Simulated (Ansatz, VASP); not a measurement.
# TiO2 in VASP and in Ansatz

```
Ti O
1.0
     4.59675    0.00000    0.00000
     0.00000    4.59675    0.14365
     0.00000    0.09230    2.95367
Ti O
2 4
Cartesian
  0.0000 0.0000 0.0000
  2.2984 2.3445 1.5487
  1.4002 1.4002 0.0438
  0.8982 3.7448 1.5924
  3.1965 3.1965 0.0999
  3.6986 0.9443 1.5049
```

Change from the starting cell: strain +0.0625 x Voigt [0, 0, 0, 1, 0, 0], atoms carried along.

Alike in both runs: task single point; functional r2SCAN; k mesh 6 × 6 × 10; occupations gaussian, width 0.05 eV; no spin polarisation.

|  | VASP | Ansatz |
| --- | --- | --- |
| version | VASP 6.6.1 | Ansatz 0.2.0 |
| potentials or method | VASP PAW PBE potentials, release 64 (Ti_sv, O), cutoff 520 eV | scalar-relativistic, plane waves, PAW |
| valence electrons in the cell | 48 | 48 |

Ansatz gave:

| Property | Result |
| --- | --- |
| gap on the k mesh at the Fermi level (eV) | 2.20 |
| least direct gap on the mesh (eV) | 2.22 |
| pressure (GPa) | 0.9 |
| traceless stress, the component that is largest in VASP (GPa) | -9.46 |
| rms of the force components (eV/Å) | 0.161 |

Q: Estimate VASP's values.

A: gap on the k mesh at the Fermi level (eV): 2.22; least direct gap on the mesh (eV): 2.23; pressure (GPa): 2.2; traceless stress, the component that is largest in VASP (GPa): -9.63; rms of the force components (eV/Å): 0.175.

VASP's potentials were made for PBE, not for r2SCAN. Atom by atom the forces differ by 0.020 eV/Å (rms over components).
